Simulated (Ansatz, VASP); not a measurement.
Au in VASP and in Ansatz

INCAR

```
PREC = Accurate
ENCUT = 520
EDIFF = 1E-6
ISMEAR = 1
SIGMA = 0.15
LREAL = False
LASPH = True
NELM = 80
ALGO = Normal
ISIF = 2
LWAVE = False
LCHARG = False
GGA = PS
NBANDS = 18
```

KPOINTS

```
regular mesh
0
Gamma
  11 11 6
```

Contents of POSCAR:

```
Au
1.0
    2.9661464531      0.0000000000      0.0000000000
   -1.4830732266      2.5687585163      0.0000000000
    0.0000000000      0.0000000000      4.9913085142
Au
2
Direct
    0.3333333333      0.6666666667      0.7500000000
    0.6666666667      0.3333333333      0.2500000000
```

Input for Ansatz:

```yaml
crystal:
  lattice:
    - [2.966146453132047, 0.0, 0.0]
    - [-1.4830732265660236, 2.5687585162873643, 0.0]
    - [0.0, 0.0, 4.991308514235997]
  atoms:
    - { symbol: Au, position: [0.3333333333333333, 0.6666666666666666, 0.75] }
    - { symbol: Au, position: [0.6666666666666666, 0.3333333333333333, 0.25] }
basis:
  ecutwfc: 500.0
kpoints:
  mp_grid:
    grid: [11, 11, 6]
hamiltonian:
  xc: pbesol
  pseudopotentials:
    kind: paw
scf:
  occupations:
    method: methfessel_paxton
    width: 0.15
output:
  stress: true
```

Alike in both runs: task single point; functional PBEsol; k mesh 11 × 11 × 6; occupations methfessel-paxton of order 1, width 0.15 eV; no spin polarisation.

|  | VASP | Ansatz |
| --- | --- | --- |
| version | VASP 6.6.1 | Ansatz 0.2.0 |
| potentials or method | VASP PAW PBE potentials, release 64 (Au), cutoff 520 eV | plane waves, PAW |
| valence electrons in the cell | 22 | 38 |

```csv
,VASP,Ansatz,Ansatz less VASP
pressure (GPa),-14.0,-13.8,+0.18
"traceless stress, the component that is largest in VASP (GPa)",0.28,0.28,-0.003
```

VASP's potentials were made for PBE, not for PBEsol. VASP's potentials hold 22 valence electrons a cell and Ansatz's 38, so a difference there can come from the potentials and not from the codes.

Spin-orbit coupling is off throughout.
